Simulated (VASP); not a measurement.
P, 3 atoms in the cell. Symmetry: P6/mmm, No. 191, hexagonal system. The conventional cell has a = 4.376 Å, b = 4.376 Å, c = 2.713 Å, α = 90.00°, β = 90.00°, γ = 120.00°. P (site symmetry 6/mmm) has 14 P at 2.71 to 2.87 Å within 3.6 Å. Within 3.3 Å of P (site symmetry -6m2) lie 11 P at 2.53 to 2.87 Å. This isn't the form of P at room conditions, which is orthorhombic.

| Quantity | Value |
| --- | --- |
| Program | VASP 6.6.1 |
| Task | relaxation of cell and atoms |
| Functional | PBE |
| Potentials or basis | VASP PAW PBE potentials, release 64 (P) |
| Cutoff | 600 eV |
| k mesh | 9 × 9 × 12 |
| Occupations | fermi-dirac, width 0.05 eV |
| Spin | no spin polarisation |
| Dipole correction | no |
| Further INCAR settings | ALGO = Normal; EDIFF = 1e-06; IBRION = 2; EDIFFG = -0.005; NSW = 60; ISIF = 3 |

Potentials or basis: VASP PAW PBE potentials, release 64 (P).

Launch:

```console
$ cat potpaw_PBE.64/P/POTCAR > POTCAR
$ mpirun -np 1 vasp_std > vasp.out
```

Hardware: 1 thread of Intel(R) Xeon(R) 6975P-C (Granite Rapids), with other jobs on the host.

Estimate the wall time of this run.

Run time: 110 s on 1 thread of Intel(R) Xeon(R) 6975P-C (Granite Rapids), on a shared host, peak memory 0.19 GiB. Counts: scf iterations 72, k points 84, ion steps 13.
